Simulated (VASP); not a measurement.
# SnO2 (R-3m) in VASP: single point with r2SCANh

Aim: the single point of SnO2 with r2SCANh.

All numbers are computed with VASP 6.6.1; they aren't measurements. Logs are shortened: lines on timing, memory, paths and dates and some standing lists are left out, and cuts for length are marked.

## 1. The cell of the first run

The structure is trigonal, space group R-3m (No. 166). The conventional cell has a = 3.234 Å, b = 3.234 Å, c = 14.402 Å, α = 90.00°, β = 90.00°, γ = 120.00°. Within 2.8 Å of Sn (site symmetry -3m) lie 6 O at 2.13 Å. Within 2.8 Å of O (site symmetry 3m) lie 3 Sn at 2.13 Å and 3 O at 2.76 Å.

## 2. Single point, r2SCANh

Input file POSCAR:

```
SnO2
1.0
    1.6170930752      0.9336291223      4.8005925840
   -1.6170930752      0.9336291223      4.8005925840
    0.0000000000     -1.8672582446      4.8005925840
Sn O
1 2
Direct
    0.5000000000      0.5000000000      0.5000000000
    0.7628300000      0.7628300000      0.7628300000
    0.2371700000      0.2371700000      0.2371700000
```

Input file INCAR.step1:

```
PREC = Accurate ; ENCUT = 520
EDIFF = 1E-5 ; ISMEAR = -1
SIGMA = 0.05 ; LREAL = False
LASPH = True ; NELM = 60
ALGO = Normal ; ISIF = 2
LWAVE = True ; LCHARG = False
NBANDS = 20 ; GGA = PE
```

Input file INCAR.step2:

```
PREC = Accurate ; ENCUT = 520
EDIFF = 1E-6 ; ISMEAR = -1
SIGMA = 0.05 ; LREAL = False
LASPH = True ; NELM = 60
ALGO = Normal ; ISIF = 2
LWAVE = False ; LCHARG = False
METAGGA = R2SCAN ; LHFCALC = True
AEXX = 0.1 ; LMIXTAU = True
PRECFOCK = Normal ; NBANDS = 20
ISTART = 1
```

Input file KPOINTS:

```
regular mesh
0
Gamma
  5 5 5
```

Potentials or basis: VASP PAW PBE potentials, release 64 (Sn_d, O).

The run is started by

```bash
$ cat potpaw_PBE.64/Sn_d/POTCAR potpaw_PBE.64/O/POTCAR > POTCAR
$ cp INCAR.step1 INCAR
$ mpirun -np 1 vasp_std > vasp.out
$ cp INCAR.step2 INCAR
$ mpirun -np 1 vasp_std > vasp.out
```

OUTCAR:

```text
PREC = Accurate
   ENCUT = 520
   EDIFF = 1E-6
   ISMEAR = -1
   LREAL = False
   LASPH = True
   NELM = 60
   ISIF = 2
   METAGGA = R2SCAN
   LHFCALC = True
   AEXX = 0.1
   PRECFOCK = Normal
   ISTART = 1

 ion  position               nearest neighbor table
   1  0.500  0.500  0.500-   3 2.13   3 2.13   2 2.13   2 2.13   3 2.13   2 2.13
   2  0.763  0.763  0.763-   1 2.13   1 2.13   1 2.13
   3  0.237  0.237  0.237-   1 2.13   1 2.13   1 2.13

  LATTYP: Found a trigonal (rhomboedric) cell.
 ALAT       =     5.1509554948
 COS(alpha) =     0.8028828391

  Lattice vectors:

 A1 = (   1.6170930752,   0.9336291223,   4.8005925840)
 A2 = (  -1.6170930752,   0.9336291223,   4.8005925840)
 A3 = (   0.0000000000,  -1.8672582446,   4.8005925840)

Analysis of symmetry for initial positions (statically):
=====================================================================
 Subroutine PRICEL returns:
 Original cell was already a primitive cell.

 Routine SETGRP: Setting up the symmetry group for a
 trigonal (rhombohedral) supercell.

 Subroutine GETGRP returns: Found 12 space group operations
 (whereof 12 operations were pure point group operations)
 out of a pool of 12 trial point group operations.

The static configuration has the point symmetry D_3d.

Analysis of symmetry for dynamics (positions and initial velocities):
=====================================================================
 Subroutine PRICEL returns:
 Original cell was already a primitive cell.

 Routine SETGRP: Setting up the symmetry group for a
 trigonal (rhombohedral) supercell.

 Subroutine GETGRP returns: Found 12 space group operations
 (whereof 12 operations were pure point group operations)
 out of a pool of 12 trial point group operations.

The dynamic configuration has the point symmetry D_3d.

 Subroutine INISYM returns: Found 12 space group operations
 (whereof 12 operations are pure point group operations),
 and found     1 'primitive' translations

----------------------------------------------------------------------------------------

                                     Primitive cell

  volume of cell :      43.4866

  direct lattice vectors                    reciprocal lattice vectors
     1.617093075  0.933629122  4.800592584     0.309196797  0.178514854  0.069435872
    -1.617093075  0.933629122  4.800592584    -0.309196797  0.178514854  0.069435872
     0.000000000 -1.867258245  4.800592584     0.000000000 -0.357029708  0.069435872

  length of vectors
     5.150955495  5.150955495  5.150955495     0.363719058  0.363719058  0.363719058

  position of ions in fractional coordinates (direct lattice)
     0.500000000  0.500000000  0.500000000
     0.762830000  0.762830000  0.762830000
     0.237170000  0.237170000  0.237170000

  ion indices of the primitive-cell ions
   primitive index   ion index
                 1           1
                 2           2
                 3           3

----------------------------------------------------------------------------------------

 KPOINTS: regular mesh

Automatic generation of k-mesh.
 Grid dimensions read from file:
 generate k-points for:    5    5    5

 Generating k-lattice:

  Cartesian coordinates                     Fractional coordinates (reciprocal lattice)
     0.061839359  0.035702971  0.013887174     0.200000000  0.000000000 -0.000000000
    -0.061839359  0.035702971  0.013887174     0.000000000  0.200000000 -0.000000000
     0.000000000 -0.071405942  0.013887174    -0.000000000 -0.000000000  0.200000000

  Length of vectors
     0.072743812  0.072743812  0.072743812

  Shift w.r.t. Gamma in fractional coordinates (k-lattice)
     0.000000000  0.000000000  0.000000000

 Subroutine IBZKPT returns following result:
 ===========================================

 Found     19 irreducible k-points:

 Following reciprocal coordinates:
            Coordinates               Weight
  0.000000  0.000000  0.000000      1.000000
  0.200000  0.000000  0.000000      6.000000
  0.400000  0.000000 -0.000000      6.000000
  0.200000  0.200000  0.000000      6.000000
  0.400000  0.200000 -0.000000     12.000000
 -0.400000  0.200000  0.000000     12.000000
[... 11 lines left out ...]
  0.400000  0.400000  0.400000      2.000000
 -0.400000  0.400000  0.400000      6.000000
   k-points           NKPTS =     19   k-points in BZ     NKDIM =    125   number of bands    NBANDS=     20
   number of dos      NEDOS =    301   number of ions     NIONS =      3
   total plane-waves  NPLWV =  64000
   dimension x,y,z NGX =    40 NGY =   40 NGZ =   40
   dimension x,y,z NGXF=    80 NGYF=   80 NGZF=   80
   ions per type =               1   2
   NGX,Y,Z   is equivalent  to a cutoff of  12.91, 12.91, 12.91 a.u.
   NGXF,Y,Z  is equivalent  to a cutoff of  25.82, 25.82, 25.82 a.u.
 SYSTEM =  unknown system
   PREC   = accura    normal or accurate (medium, high low for compatibility)
   ISTART =      1    job   : 0-new  1-cont  2-samecut
   ICHARG =      0    charge: 1-file 2-atom 10-const
   ISPIN  =      1    spin polarized calculation?
   LNONCOLLINEAR =      F non collinear calculations
   LSORBIT =      F    spin-orbit coupling
   LASPH  =      T    aspherical Exc in radial PAW
   ENCUT  =  520.0 eV  38.22 Ry    6.18 a.u.   9.58  9.58  9.58*2*pi/ulx,y,z
   NELM   =     60;   NELMIN=  2; NELMDL=  0     # of ELM steps
   EDIFF  = 0.1E-05   stopping-criterion for ELM
   LREAL  =      F    real-space projection
   EDIFFG = 0.1E-04   stopping-criterion for IOM
   NSW    =      0    number of steps for IOM
   IBRION =     -1    ionic relax: 0-MD 1-quasi-New 2-CG
   NFREE  =      0    steps in history (QN), initial steepest desc. (CG)
   ISIF   =      2    stress and relaxation
   ISYM   =      3    0-nonsym 1-usesym 2-fastsym
   POTIM  = 0.5000    time-step for ionic-motion
   TEBEG  =    0.0;   TEEND  =   0.0 temperature during run
   PSTRESS=    0.0 pullay stress
   NELECT =      26.0000    total number of electrons
   NUPDOWN=      -1.0000    fix difference up-down
   EMIN   =  10.00;   EMAX   =-10.00  energy-range for DOS
   EFERMI =   0.00;   METHOD = LEGACY
   ISMEAR =    -1;   SIGMA  =   0.05  broadening in eV -4-tet -1-fermi 0-gaus
   EFERMI_NEDOS =   21; number of points for ismear=-14 and -15
   IALGO  =     38    algorithm
   IMIX   =      1    mixing-type and parameters
     AMIX     =   0.40;   BMIX     =  1.00
     AMIX_MAG =   1.60;   BMIX_MAG =  1.00
  volume/ion in A,a.u.               =      14.50        97.82
  Fermi-wavevector in a.u.,A,eV,Ry     =   1.379158  2.606231 25.879336  1.902078
  Thomas-Fermi vector in A             =   2.504154
   LORBIT       =      0    0 simple, 1 ext, 2 COOP (PROOUT), +10 PAW based schemes
   METAGGA = R2SCAN    functional components
   LHFCALC =     T    Hartree Fock is set to
   PRECFOCK=normal    Normal, Fast or Accurate (Low or Medium for compatibility)
   ENCUT4O =  -1.0   cutoff for four orbital integrals eV
   NKREDX  =     1    reduce k-point grid by
   NKREDY  =     1    reduce k-point grid by
   NKREDZ  =     1    reduce k-point grid by
   AEXX    =    0.1000 exact exchange contribution
   HFSCREEN=    0.0000 screening length (either q_TF or 0.3 A-1)
   HFSCREENC=   0.0000 screening length for correlation (either q_TF or 0.3 A-1)
   ENCUTFOCK=  -1.0 apply spherical cutoff to Coloumb kernel
   IVDW    =     0    specifies the selected vdW correction
   LEPSILON=     F    determine dielectric tensor
   LRPA    =     F    only Hartree local field effects (RPA)
 non-spin polarized calculation
  energy-cutoff  :      520.00
  volume of cell :       43.49
 maximum number of plane-waves:      1182
 NGX is ok and might be reduce to    40
  NGX = 30; NGY = 30; NGZ = 30

 number of electron      26.0000004 magnetization

 Free energy of the ion-electron system (eV)
  ---------------------------------------------------
  ext. energy  EPLUGINS =         0.00000000
  ---------------------------------------------------
  free energy    TOTEN  =       -41.86957798 eV

  energy without entropy =      -41.86957798  energy(sigma->0) =      -41.86957798

 E-fermi :   3.4153     XC(G=0):  -9.7413

 val. band max:        2.2852613747   @ k =  -0.2000   0.2000   0.0000
 cond. band min:       5.5356887904   @ k =   0.0000   0.0000   0.0000
 fundamental gap:      3.2504274157
 Fermi energy:         3.4152754283

 k-point     1 :       0.0000    0.0000    0.0000
  band No.  band energies     occupation
      1     -18.7836      2.00000
      2     -18.5516      2.00000
      3     -18.5516      2.00000
      4     -18.3280      2.00000
      5     -18.3280      2.00000
      6     -16.9689      2.00000
[... 12 lines left out ...]
     19      21.2990      0.00000
     20      21.2990      0.00000

 k-point     2 :       0.2000    0.0000    0.0000
  band No.  band energies     occupation
      1     -18.9357      2.00000
      2     -18.5962      2.00000
      3     -18.4924      2.00000
      4     -18.3709      2.00000
      5     -18.3147      2.00000
      6     -16.7098      2.00000
[... 12 lines left out ...]
     19      17.9052      0.00000
     20      21.6116      0.00000

 k-point     3 :       0.4000    0.0000   -0.0000
  band No.  band energies     occupation
      1     -19.4088      2.00000
      2     -18.4666      2.00000
      3     -18.4594      2.00000
      4     -18.3214      2.00000
      5     -18.2261      2.00000
      6     -16.0492      2.00000
[... 12 lines left out ...]
     19      17.0048      0.00000
     20      18.4028      0.00000

 k-point     4 :       0.2000    0.2000    0.0000
  band No.  band energies     occupation
      1     -18.9342      2.00000
      2     -18.5965      2.00000
      3     -18.4923      2.00000
      4     -18.3710      2.00000
      5     -18.3147      2.00000
      6     -16.7072      2.00000
[... 314 lines left out ...]
 k-point    18 :       0.4000    0.4000    0.4000
  band No.  band energies     occupation
      1     -18.7823      2.00000
      2     -18.5513      2.00000
      3     -18.5513      2.00000
      4     -18.3278      2.00000
      5     -18.3278      2.00000
      6     -16.8776      2.00000
[... 12 lines left out ...]
     19      20.5974      0.00000
     20      21.4969      0.00000

 k-point    19 :      -0.4000    0.4000    0.4000
  band No.  band energies     occupation
      1     -18.9391      2.00000
      2     -18.5981      2.00000
      3     -18.4920      2.00000
      4     -18.3713      2.00000
      5     -18.3147      2.00000
      6     -16.6243      2.00000
[... 12 lines left out ...]
     19      17.6882      0.00000
     20      19.7734      0.00000

------------------------ aborting loop because EDIFF is reached ----------------------------------------

  FORCE on cell =-STRESS in cart. coord.  units (eV):
  Direction    XX          YY          ZZ          XY          YZ          ZX
  --------------------------------------------------------------------------------------
  -------------------------------------------------------------------------------------
  Total       -2.4591378     -2.4591378     -2.0324136     -0.0000000      0.0000000      0.0000000
  in kB      -90.6020325    -90.6020325    -74.8802302     -0.0000000      0.0000000      0.0000000
  external PRESSURE =     -85.3614318 kB  Pullay stress =       0.0000000 kB

 VOLUME and BASIS-vectors are now :
 -----------------------------------------------------------------------------
  energy-cutoff  :      520.00
  volume of cell :       43.49
      direct lattice vectors                 reciprocal lattice vectors
     1.617093075  0.933629122  4.800592584     0.309196797  0.178514854  0.069435872
    -1.617093075  0.933629122  4.800592584    -0.309196797  0.178514854  0.069435872
     0.000000000 -1.867258245  4.800592584     0.000000000 -0.357029708  0.069435872

 POSITION                                       TOTAL-FORCE (eV/Angst)
 -----------------------------------------------------------------------------------
      0.00000      0.00000      7.20089        -0.000000     -0.000000      0.000000
      0.00000      0.00000     10.98611         0.000000      0.000000      0.778937
      0.00000      0.00000      3.41567         0.000000      0.000000     -0.778937
 -----------------------------------------------------------------------------------
    total drift:                                0.000000     -0.000000      0.000000

  FREE ENERGIE OF THE ION-ELECTRON SYSTEM (eV)
  ---------------------------------------------------
  free  energy   TOTEN  =       -41.8695779780 eV

  energy  without entropy=      -41.8695779779  energy(sigma->0) =      -41.86957798
```

Run time: 78 min. Hardware: 1 thread of Intel Xeon 6975P-C (Granite Rapids), shared host; peak memory 0.28 GiB.

What came out:

- Free energy: -41.8696 eV
- Pressure: -8.5 GPa
- Largest force: 0.779 eV/Å
- Band gap on the k mesh: 3.25 eV (least direct gap 3.36 eV)

Forces in eV/Å, atoms in the order of the input:
```
Sn   0.000  0.000  0.000
O    0.000  0.000  0.779
O    0.000  0.000 -0.779
```

Stress tensor (GPa, compression positive):
```
-9.06  0.00  0.00
 0.00 -9.06  0.00
 0.00  0.00 -7.49
```

Caveat: the k points lie up to 0.46 Å⁻¹ apart; the PAW data sets were made with another functional, which shifts forces and pressure a little; spin-orbit coupling is left out, which moves the levels of the heavy elements. A k mesh can miss the band edges.
